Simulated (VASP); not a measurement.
HfC: electric field gradients with PBE

The system is HfC.

```
Hf C
1.0
     0.00000    2.32500    2.25525
     2.32500    0.00000    2.25525
     2.32500    2.32500    0.00000
Hf C
1 1
Cartesian
  2.3250 2.3250 2.2553
  0.0000 0.0000 0.0000
```

This cell differs from its parent crystal: zz strain of -3 %.

- Program: VASP 6.6.1
- Task: electric field gradients
- Functional: PBE
- Potentials or basis: VASP PAW PBE potentials, release 64 (Hf_pv, C)
- Cutoff: 520 eV
- k mesh: 15 × 15 × 15
- Occupations: fermi-dirac, width 0.05 eV
- Spin: no spin polarisation
- Dipole correction: no
- Further INCAR settings: ALGO = Normal; EDIFF = 1e-08; NBANDS = 14

```yaml
Pressure: 7.7 GPa
Band_gap_on_the_k_mesh: zero (band 7 reaches 7.32 eV, above the bottom of band 8 at 5.56 eV)
```

Stress tensor (GPa, compression positive):
```
 2.89  0.00  0.00
 0.00  2.89  0.00
 0.00  0.00 17.33
```

Levels at points of the mesh, in eV from the Fermi level:
| k point | band 5 | band 6 | band 7 | band 8 | band 9 | band 10 |
| --- | --- | --- | --- | --- | --- | --- |
| (0.00, 0.00, 0.00) | 0.97 | 0.97 | 1.15 | 1.31 | 1.31 | 1.64 |

Electric field gradients, principal values (V/Å²):
| atom | least | middle | greatest (by size) |
| --- | --- | --- | --- |
| 1 Hf | 48.501 | 48.502 | -97.003 |
| 2 C | 1.871 | 1.872 | -3.743 |

Run time: 28 s on 1 thread of Intel(R) Xeon(R) 6975P-C (Granite Rapids) (shared host), peak memory 0.22 GiB.

Caveat: the cell differs from its parent crystal (zz strain of -3 %); without QUAD_EFG the Cq values of the log hold for a quadrupole moment of 1 mb, not for the nuclei; spin-orbit coupling is left out, which moves the levels of the heavy elements.
